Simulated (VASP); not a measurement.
Crystal: Ge3Pd.

```
CELL_PARAMETERS angstrom
4.11422 0.00000 0.00000
0.00000 4.11422 0.00000
0.00000 0.00000 4.11422
ATOMIC_POSITIONS crystal
Pd 0.00000 0.00000 0.00000
Ge 0.50000 0.50000 0.00000
Ge 0.50000 0.00000 0.50000
Ge 0.00000 0.50000 0.50000
```

This cell differs from its parent crystal: volume scaled by 0.98.

Program: VASP 6.6.1. Alike in all runs: task single point; no spin polarisation; cell as given; k mesh 7 × 7 × 7; cutoff (eV) 520; smearing fermi-dirac 0.05 eV.

Q: Order these runs on this cell by their pressure, lowest first.
A. level LDA; potentials or basis VASP PAW LDA potentials, release 64 (Pd, Ge_d)
B. level PBE; potentials or basis VASP PAW PBE potentials, release 64 (Pd, Ge_d)
C. level r2SCAN; potentials or basis VASP PAW PBE potentials, release 64 (Pd, Ge_d)
D. level PBEsol; potentials or basis VASP PAW PBE potentials, release 64 (Pd, Ge_d)

A: A (-5.3 GPa), D (-2.9 GPa), C (-1.1 GPa), B (1.8 GPa).

Caveats: the PAW data sets were made with another functional, which shifts forces and pressure a little (some runs).
